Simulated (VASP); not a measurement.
Set up this calculation in VASP 6.6.1, as the native input.

| Quantity | Value |
| --- | --- |
| Task | relaxation of cell and atoms |
| Functional | PBE |
| Potentials or basis | VASP PAW PBE potentials, release 64 (Hf_pv, F) |
| Cutoff | 600 eV |
| k mesh | 6 × 6 × 2 |
| Occupations | gaussian, width 0.1 eV |
| Spin | no spin polarisation |
| Dipole correction | no |
| Further INCAR settings | ALGO = Normal; EDIFF = 1e-07; IBRION = 2; EDIFFG = -0.04; NSW = 90; ISIF = 3 |

The structure of Hf3F lies in POSCAR:

```
Hf3F
1.0
    3.0578660127      0.0000000000      0.0000000000
    0.0000000000      3.1342715423      0.0000000000
    0.0000000000      0.0000000000      8.0010018805
Hf F
3 1
Direct
    0.0000000000      0.0000000000      0.5000000000
    0.5000000000      0.5000000000      0.7731696943
    0.5000000000      0.5000000000      0.2268303057
    0.0000000000      0.0000000000      0.0000000000
```

The input as run:

INCAR

```
SYSTEM = Hf3F
PREC     = Accurate       ! precision mode
ENCUT    = 600            ! plane-wave cutoff, eV
EDIFF    = 1E-7           ! SCF threshold, eV
ISMEAR   = 0              ! smearing method
SIGMA    = 0.1            ! smearing width, eV
LREAL    = .False.        ! projectors in reciprocal space
LASPH    = .True.         ! aspherical terms in the spheres
NELM     = 60             ! most SCF steps
ALGO     = Normal         ! electronic algorithm
ISIF     = 3              ! what is computed and relaxed
LWAVE    = .False.        ! write WAVECAR
LCHARG   = .False.        ! write CHGCAR
GGA      = PE             ! functional
IBRION   = 2              ! ionic algorithm
NSW      = 90             ! ionic steps
EDIFFG   = -0.04          ! ionic threshold
```

KPOINTS

```
regular mesh
0
Gamma
  6 6 2
  0 0 0
```

Potentials or basis: VASP PAW PBE potentials, release 64 (Hf_pv, F).

Launch:

```bash
$ cat potpaw_PBE.64/Hf_pv/POTCAR potpaw_PBE.64/F/POTCAR > POTCAR
$ mpirun -np 1 vasp_std > vasp.out
```

Results of the run:

- Relaxed volume: 18.98 Å³/atom
- Relaxed cell: a = 3.076 Å, b = 3.073 Å, c = 8.029 Å, α = 90.00°, β = 90.00°, γ = 90.00°
- Space group after relaxing (to 0.05 Å): P4/mmm (No. 123)
- Energy gained by relaxing: 3.6 meV/atom
- Ionic steps: 6
- Pressure after relaxing: -0.1 GPa
- Largest force after relaxing: 0.033 eV/Å

Caveat: the k points lie up to 0.39 Å⁻¹ apart in the final cell; an odd number of electrons without spin polarisation forces a metal; a magnetic or distorted state may lie lower.

Wall time 3.7 min on 1 thread of Intel(R) Xeon(R) Platinum 8375C CPU @ 2.90GHz (Ice Lake) (shared host), peak memory 0.24 GiB.
